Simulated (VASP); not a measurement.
Here is a VASP 6.6.1 calculation.

INCAR

```
  PREC = Accurate
  ENCUT = 520
  EDIFF = 1E-6
  ISMEAR = 0
  SIGMA = 0.1
  LREAL = False
  LASPH = True
  NELM = 60
  ALGO = Normal
  ISIF = 2
  LWAVE = False
  LCHARG = False
  GGA = PE
  NBANDS = 18
```

KPOINTS

```
regular mesh
0
Gamma
  6 6 6
```

File POSCAR:

```
MoH5
1.0
    3.3245220514      0.0000000000      0.0000000000
   -1.6622610257      2.8791205519      0.0000000000
    0.0000000000      0.0000000000      2.9902617272
H Mo
5 1
Direct
    0.3333333333      0.6666666667      0.0000000000
    0.6666666667      0.3333333333      0.0000000000
    0.5000000000      0.0000000000      0.5000000000
    0.5000000000      0.5000000000      0.5000000000
    0.0000000000      0.5000000000      0.5000000000
    0.0000000000      0.0000000000      0.0000000000
```

Potentials or basis: VASP PAW PBE potentials, release 64 (H, Mo_sv).

Command:

```bash
$ cat potpaw_PBE.64/H/POTCAR potpaw_PBE.64/Mo_sv/POTCAR > POTCAR
$ mpirun -np 1 vasp_std > vasp.out
```

Estimate the pressure.

-0.2 GPa.

Stress tensor (GPa, compression positive):
```
-0.15  0.00  0.00
 0.00 -0.15  0.00
 0.00  0.00 -0.23
```

Caveat: the k points lie up to 0.36 Å⁻¹ apart.
